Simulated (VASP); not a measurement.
Write the native input for VASP 6.6.1 that does the following.

| Quantity | Value |
| --- | --- |
| Task | single point |
| Functional | PBE |
| Potentials or basis | VASP PAW PBE potentials, release 64 (S, Se) |
| Cutoff | 520 eV |
| k mesh | 3 × 9 × 9 |
| Occupations | fermi-dirac, width 0.1 eV |
| Spin | no spin polarisation |
| Dipole correction | no |
| Further INCAR settings | ALGO = Normal; EDIFF = 1e-06; NBANDS = 34 |

The structure of SeS lies in POSCAR:

```
SeS
1.0
  -13.3204460000      0.0000000000      0.0000000000
    0.0000000000     -3.1925900000      2.5132650000
    0.0000000000      3.1925900000      2.5132650000
S Se
4 4
Direct
    0.8336100000      0.9389000000      0.0611000000
    0.1663900000      0.0611000000      0.9389000000
    0.6663900000      0.4389000000      0.5611000000
    0.3336100000      0.5611000000      0.4389000000
    0.9481600000      0.1849000000      0.4403000000
    0.0518400000      0.4403000000      0.1849000000
    0.5518400000      0.6849000000      0.9403000000
    0.4481600000      0.9403000000      0.6849000000
```

The input as run:

INCAR

```
  PREC = Accurate
  ENCUT = 520
  EDIFF = 1E-6
  ISMEAR = -1
  SIGMA = 0.1
  LREAL = False
  LASPH = True
  NELM = 100
  ALGO = Normal
  ISIF = 2
  LWAVE = False
  LCHARG = False
  GGA = PE
  NBANDS = 34
```

KPOINTS

```
Automatic mesh
0
Gamma
  3 9 9
```

Potentials or basis: VASP PAW PBE potentials, release 64 (S, Se).

Launch:

```bash
$ cat potpaw_PBE.64/S/POTCAR potpaw_PBE.64/Se/POTCAR > POTCAR
$ mpirun -np 1 vasp_std > vasp.out
```

It gave:

```yaml
Pressure: 2.7 GPa
Largest_force: 4.701 eV/Å
Band_gap_on_the_k_mesh: zero (bands 24 and 25 overlap by 0.37 eV)
```

Caveat: the stress differs along the axes, from -2 to 8 GPa; this functional lacks dispersion, which holds the molecules together, so the pressure and a relaxed volume are unreliable; forces of over 1 eV/Å act on the atoms, so gaps and moduli don't describe the material at rest.

It took 5 min on 1 thread of Intel(R) Xeon(R) Platinum 8375C CPU @ 2.90GHz (Ice Lake), with other jobs on the host, peak memory 0.44 GiB.
